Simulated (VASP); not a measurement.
Here is a VASP 6.6.1 calculation.

The input INCAR:

```
SYSTEM = HfO2
PREC     = Accurate       ! precision mode
ENCUT    = 520            ! plane-wave cutoff, eV
EDIFF    = 1E-7           ! SCF threshold, eV
ISMEAR   = -1             ! smearing method
SIGMA    = 0.05           ! smearing width, eV
LREAL    = .FALSE.        ! projectors in reciprocal space
LASPH    = .TRUE.         ! aspherical terms in the spheres
NELM     = 60             ! most SCF steps
ALGO     = Normal         ! electronic algorithm
ISIF     = 2              ! what is computed and relaxed
LWAVE    = .FALSE.        ! write WAVECAR
LCHARG   = .FALSE.        ! write CHGCAR
NBANDS   = 56             ! bands
```

The input KPOINTS:

```
Automatic mesh
0
G
  5 5 5
  0 0 0
```

File POSCAR:

```
HfO2
1.0
    5.0135217044      0.0000000000      0.0000000000
    0.0000000000      5.0798396840      0.0000000000
   -0.8411344054      0.0000000000      5.1074318236
Hf O
4 8
Direct
    0.2755000000      0.4603000000      0.7080000000
    0.7245000000      0.9603000000      0.7920000000
    0.7245000000      0.5397000000      0.2920000000
    0.2755000000      0.0397000000      0.2080000000
    0.0742000000      0.1684000000      0.8467000000
    0.9258000000      0.6684000000      0.6533000000
    0.9258000000      0.8316000000      0.1533000000
    0.0742000000      0.3316000000      0.3467000000
    0.4487000000      0.7419000000      0.9801000000
    0.5513000000      0.2419000000      0.5199000000
    0.5513000000      0.2581000000      0.0199000000
    0.4487000000      0.7581000000      0.4801000000
```

Potentials or basis: VASP PAW LDA potentials, release 64 (Hf_pv, O).

The run is started by

```sh
$ cat potpaw_LDA.64/Hf_pv/POTCAR potpaw_LDA.64/O/POTCAR > POTCAR
$ mpirun -np 1 vasp_std > vasp.out
```

**Question.** What does it give for the largest force?

**Answer.** 0.585 eV/Å.

**Question.** Estimate the pressure.

**Answer.** 6.0 GPa.

Stress tensor (GPa, compression positive):
```
6.14 0.00 0.56
0.00 5.70 0.00
0.56 0.00 6.27
```
